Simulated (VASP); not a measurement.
# Sb2N (P4/mmm) in VASP: notebook, part 2 of 2

VASP 6.6.1. The steps go on from the part before.

## (4) Single point, PBE

This run uses another cell than the first one, of 19.69 Å³/atom, 0.833 times its volume.

INCAR

```
PREC     = Accurate       # precision mode
ENCUT    = 520            # plane-wave cutoff, eV
EDIFF    = 1E-7           # SCF threshold, eV
ISMEAR   = 0              # smearing method
SIGMA    = 0.1            # smearing width, eV
LREAL    = False          # projectors in reciprocal space
LASPH    = True           # aspherical terms in the spheres
NELM     = 80             # most SCF steps
ALGO     = Normal         # electronic algorithm
ISIF     = 2              # what is computed and relaxed
LWAVE    = False          # write WAVECAR
LCHARG   = False          # write CHGCAR
GGA      = PE             # functional
NBANDS   = 14             # bands
```

KPOINTS

```
Automatic mesh
0
Gamma
  14 14 10
```

POSCAR

```
Sb2N
1.0
    3.4530343255      0.0000000000      0.0000000000
    0.0000000000      3.4530343255      0.0000000000
    0.0000000000      0.0000000000      4.9551168180
Sb N
2 1
Direct
    0.5000000000      0.5000000000      0.5000000000
    0.0000000000      0.0000000000      0.0000000000
    0.0000000000      0.0000000000      0.5000000000
```

Potentials or basis: VASP PAW PBE potentials, release 64 (Sb, N).

Started as:

```bash
$ cat potpaw_PBE.64/Sb/POTCAR potpaw_PBE.64/N/POTCAR > POTCAR
$ mpirun -np 1 vasp_std > vasp.out
```

OUTCAR:

```text
PREC = Accurate
   ENCUT = 520
   EDIFF = 1E-7
   ISMEAR = 0
   LREAL = False
   LASPH = True
   NELM = 80
   ISIF = 2
   GGA = PE

 ion  position               nearest neighbor table
   1  0.500  0.500  0.500-   3 2.44   3 2.44   3 2.44   3 2.44   2 3.48   2 3.48   2 3.48   2 3.48
                             2 3.48   2 3.48   2 3.48   2 3.48
   2  0.000  0.000  0.000-   3 2.48   3 2.48   1 3.48   1 3.48   1 3.48   1 3.48   1 3.48   1 3.48
                             1 3.48   1 3.48
   3  0.000  0.000  0.500-   1 2.44   1 2.44   1 2.44   1 2.44   2 2.48   2 2.48

  LATTYP: Found a simple tetragonal cell.
 ALAT       =     3.4530343255
 C/A-ratio  =     1.4350036376

  Lattice vectors:

 A1 = (   3.4530343255,   0.0000000000,   0.0000000000)
 A2 = (   0.0000000000,   3.4530343255,   0.0000000000)
 A3 = (   0.0000000000,   0.0000000000,   4.9551168180)

Analysis of symmetry for initial positions (statically):
=====================================================================
 Subroutine PRICEL returns:
 Original cell was already a primitive cell.

 Routine SETGRP: Setting up the symmetry group for a
 simple tetragonal supercell.

 Subroutine GETGRP returns: Found 16 space group operations
 (whereof 16 operations were pure point group operations)
 out of a pool of 16 trial point group operations.
[... 178 lines left out ...]
      4       2.1048      2.00000
      5       4.6727      2.00000
      6       4.6727      2.00000
      7       9.4359      0.00000
      8      11.0221      0.00000
      9      11.0221      0.00000
     10      12.7722      0.00000
     11      14.7154      0.00000
     12      15.1668      0.00000
     13      15.1668      0.00000
     14      15.6397      0.00000
[... 377 lines left out ...]
      1      -6.2222      2.00000
      2      -1.0480      2.00000
      3       0.5675      2.00000
      4       3.3076      2.00000
      5       3.3216      2.00000
      6       6.7495      2.00000
      7       6.8384      2.00000
      8       7.8736      2.00000
      9       9.3240      0.00000
     10      11.0111      0.00000
     11      13.2574      0.00000
     12      13.7462      0.00000
     13      14.8319      0.00000
     14      15.9597      0.00000

 [... further k-points ...]
[... 5 lines left out ...]
  --------------------------------------------------------------------------------------
  -------------------------------------------------------------------------------------
  Total       -0.1841701     -0.1841701     -0.1713591      0.0000000      0.0000000      0.0000000
  in kB       -4.9942936     -4.9942936     -4.6468853      0.0000000      0.0000000      0.0000000
  external PRESSURE =      -4.8784908 kB  Pullay stress =       0.0000000 kB

 VOLUME and BASIS-vectors are now :
 -----------------------------------------------------------------------------
  energy-cutoff  :      520.00
  volume of cell :       59.08
      direct lattice vectors                 reciprocal lattice vectors
     3.453034326  0.000000000  0.000000000     0.289600365  0.000000000  0.000000000
     0.000000000  3.453034326  0.000000000     0.000000000  0.289600365  0.000000000
     0.000000000  0.000000000  4.955116818     0.000000000  0.000000000  0.201811589

 POSITION                                       TOTAL-FORCE (eV/Angst)
 -----------------------------------------------------------------------------------
      1.72652      1.72652      2.47756         0.000000      0.000000      0.000000
      0.00000      0.00000      0.00000         0.000000      0.000000      0.000000
      0.00000      0.00000      2.47756         0.000000      0.000000      0.000000
 -----------------------------------------------------------------------------------
    total drift:                               -0.000000      0.000000      0.000000

  FREE ENERGIE OF THE ION-ELECTRON SYSTEM (eV)
  ---------------------------------------------------
  free  energy   TOTEN  =       -14.4605746856 eV

  energy  without entropy=      -14.4544319470  energy(sigma->0) =      -14.45750332
```

Run time: 74 s. Hardware: 1 thread of Intel Xeon Platinum 8559C (Emerald Rapids), shared host; peak memory 0.31 GiB.

What came out:

```yaml
Free_energy: -14.4606 eV
Pressure: -0.5 GPa
```

Caveat: spin-orbit coupling is left out, which moves the levels of the heavy elements.

## (5) Single point, PBE

INCAR

```
SYSTEM = Sb2N
PREC = Accurate
ENCUT = 600
EDIFF = 1E-6
ISMEAR = 0
SIGMA = 0.1
LREAL = .FALSE.
LASPH = .TRUE.
NELM = 120
ALGO = Normal
ISIF = 2
LWAVE = .FALSE.
LCHARG = .FALSE.
GGA = PE
NBANDS = 24
GGA_COMPAT = .FALSE.
```

KPOINTS

```
regular mesh
0
G
  4 4 6
  0 0 0
```

POSCAR

```
Sb2N
1.0
    4.6716162200      0.0000000000      0.0000000000
    0.0000000000      4.6716162200      0.0000000000
    0.0000000000      0.0000000000      3.2517984800
Sb N
2 1
Direct
    0.5000000000      0.5000000000      0.5000000000
    0.0000000000      0.0000000000      0.0000000000
    0.0000000000      0.0000000000      0.5000000000
```

Potentials or basis: VASP PAW PBE potentials, release 64 (Sb_d_GW, N).

Started as:

```bash
$ cat potpaw_PBE.64/Sb_d_GW/POTCAR potpaw_PBE.64/N/POTCAR > POTCAR
$ mpirun -np 1 vasp_std > vasp.out
```

OUTCAR:

```text
SYSTEM = Sb2N
   PREC = Accurate
   ENCUT = 600
   EDIFF = 1E-6
   ISMEAR = 0
   LREAL = .FALSE.
   LASPH = .TRUE.
   NELM = 120
   ISIF = 2
   GGA = PE

 ion  position               nearest neighbor table
   1  0.500  0.500  0.500-
   2  0.000  0.000  0.000-   3 1.63   3 1.63
   3  0.000  0.000  0.500-   2 1.63   2 1.63

  LATTYP: Found a simple tetragonal cell.
 ALAT       =     4.6716162200
 C/A-ratio  =     0.6960756892

  Lattice vectors:

[... 836 lines left out ...]

  FORCE on cell =-STRESS in cart. coord.  units (eV):
  Direction    XX          YY          ZZ          XY          YZ          ZX
  --------------------------------------------------------------------------------------
  -------------------------------------------------------------------------------------
  Total        1.7017385      1.7017385     47.3690577      0.0000000      0.0000000      0.0000000
  in kB       38.4189476     38.4189476   1069.4177512      0.0000000      0.0000000      0.0000000
  external PRESSURE =     382.0852154 kB  Pullay stress =       0.0000000 kB

 VOLUME and BASIS-vectors are now :
 -----------------------------------------------------------------------------
  energy-cutoff  :      600.00
  volume of cell :       70.97
      direct lattice vectors                 reciprocal lattice vectors
     4.671616220  0.000000000  0.000000000     0.214058680  0.000000000  0.000000000
     0.000000000  4.671616220  0.000000000     0.000000000  0.214058680  0.000000000
     0.000000000  0.000000000  3.251798480     0.000000000  0.000000000  0.307522132

 POSITION                                       TOTAL-FORCE (eV/Angst)
 -----------------------------------------------------------------------------------
      2.33581      2.33581      1.62590         0.000000      0.000000      0.000000
      0.00000      0.00000      0.00000         0.000000      0.000000      0.000000
      0.00000      0.00000      1.62590         0.000000      0.000000      0.000000
 -----------------------------------------------------------------------------------
    total drift:                               -0.000000      0.000000     -0.000000

  FREE ENERGIE OF THE ION-ELECTRON SYSTEM (eV)
  ---------------------------------------------------
  free  energy   TOTEN  =        -7.3476174970 eV

  energy  without entropy=       -7.3391807301  energy(sigma->0) =       -7.34339911
```

OSZICAR:

```text
N       E                     dE             d eps       ncg     rms          rms(c)
DAV:   1     0.313278398034E+03    0.31328E+03   -0.13245E+04  1648   0.150E+04
DAV:   2     0.388953446333E+02   -0.27438E+03   -0.26310E+03  2240   0.186E+03
DAV:   3    -0.915746276295E+01   -0.48053E+02   -0.47617E+02  2240   0.286E+02
DAV:   4    -0.115970517742E+02   -0.24396E+01   -0.24373E+01  1976   0.482E+01
DAV:   5    -0.116486430994E+02   -0.51591E-01   -0.51581E-01  1536   0.658E+00    0.338E+01
DAV:   6    -0.736595588860E+01    0.42827E+01   -0.14886E+01  2184   0.124E+02    0.104E+01
DAV:   7    -0.737114319421E+01   -0.51873E-02   -0.28048E+00  1976   0.222E+01    0.995E+00
DAV:   8    -0.734988133199E+01    0.21262E-01   -0.14359E-01  2016   0.142E+01    0.295E+00
DAV:   9    -0.734781811794E+01    0.20632E-02   -0.16051E-02  2232   0.305E+00    0.322E-01
DAV:  10    -0.734773498836E+01    0.83130E-04   -0.37591E-03  1928   0.255E+00    0.315E-01
DAV:  11    -0.734764690532E+01    0.88083E-04   -0.86162E-04  2168   0.670E-01    0.928E-02
DAV:  12    -0.734761959327E+01    0.27312E-04   -0.16908E-04  2072   0.265E-01    0.930E-03
DAV:  13    -0.734761800837E+01    0.15849E-05   -0.12003E-05  1432   0.565E-02    0.222E-03
DAV:  14    -0.734761749704E+01    0.51133E-06   -0.63985E-07   928   0.307E-02
   1 F= -.73476175E+01 E0= -.73433991E+01  d E =-.843677E-02
```

stdout:

```text
POSCAR found type information on POSCAR SbN
 POSCAR found :  2 types and       3 ions
 scaLAPACK will be used
 LDA part: xc-table for (Slater+PW92), standard interpolation
 POSCAR, INCAR and KPOINTS ok, starting setup
 FFT: planning ... GRIDC
 FFT: planning ... GRID_SOFT
 FFT: planning ... GRID
 WAVECAR not read
 entering main loop
```

Run time: 70 s. Hardware: 1 thread of Intel Xeon Platinum 8259CL at 2.50GHz (Skylake/Cascade Lake), shared host; peak memory 0.23 GiB.

What came out:

- Free energy: -7.3476 eV
- Pressure: 38.2 GPa

Levels at points of the mesh, in eV from the Fermi level:
| k point | band 14 | band 15 | band 16 | band 17 | band 18 | band 19 | band 20 | band 21 | band 22 | band 23 |
| --- | --- | --- | --- | --- | --- | --- | --- | --- | --- | --- |
| (0.00, 0.00, 0.00) | -6.80 | -6.80 | -1.69 | -0.50 | -0.50 | 2.10 | 3.94 | 4.45 | 4.45 | 6.12 |
| (0.50, 0.00, 0.00) | -6.57 | -5.97 | -3.50 | -1.24 | 0.19 | 2.21 | 3.35 | 4.08 | 6.97 | 7.02 |
| (0.50, 0.50, 0.00) | -7.39 | -7.39 | -1.59 | -1.19 | -1.19 | 4.33 | 4.57 | 4.57 | 8.00 | 8.37 |
| (0.00, 0.00, 0.50) | -4.13 | -4.13 | -3.50 | -0.73 | -0.73 | 1.41 | 1.41 | 4.09 | 5.39 | 5.45 |
| (0.50, 0.00, 0.50) | -4.36 | -3.94 | -3.54 | -0.60 | -0.44 | 0.46 | 0.73 | 2.04 | 5.32 | 7.62 |
| (0.50, 0.50, 0.50) | -4.55 | -4.55 | -3.32 | -1.95 | -1.95 | 0.84 | 0.84 | 4.16 | 6.69 | 8.59 |

Caveat: spin-orbit coupling is left out, which moves the levels of the heavy elements.

## (6) Overview

| task | potentials or basis | cell | k mesh | cutoff (eV) | second run | gap on the mesh (eV) | pressure (GPa) | relaxed volume (Å³/atom) |
| --- | --- | --- | --- | --- | --- | --- | --- | --- |
| relaxation of cell and atoms | VASP PAW PBE potentials, release 64 (Sb, N) | relaxed from a = 4.672, b = 4.672, c = 3.252 Å, 3 atoms | 4 × 4 × 6 | 600 | - | none | 0.0 | 18.93 |
| relaxation of cell and atoms | VASP PAW PBE potentials, release 64 (Sb, N) | relaxed from a = 3.405, b = 3.405, c = 4.996 Å, 3 atoms | 6 × 6 × 4 | 600 | - | none | -0.1 | 19.56 |
| single point | VASP PAW PBE potentials, release 64 (Sb, N) | a = 3.453, b = 3.453, c = 4.955 Å, 3 atoms | 14 × 14 × 10 | 520 | - | none | -0.5 | - |
| single point | VASP PAW PBE potentials, release 64 (Sb_d_GW, N) | a = 4.672, b = 4.672, c = 3.252 Å, 3 atoms | 4 × 4 × 6 | 600 | valence_matched | none | 38.2 | - |

Alike in all rows: level PBE; no spin polarisation; smearing gaussian 0.1 eV.

Caveats: spin-orbit coupling is left out, which moves the levels of the heavy elements; the volume moved by over 15 % at a fixed basis, so the end points are rough (some runs).

Total energies depend on the potentials used, so only differences within one code and one set of settings carry meaning.
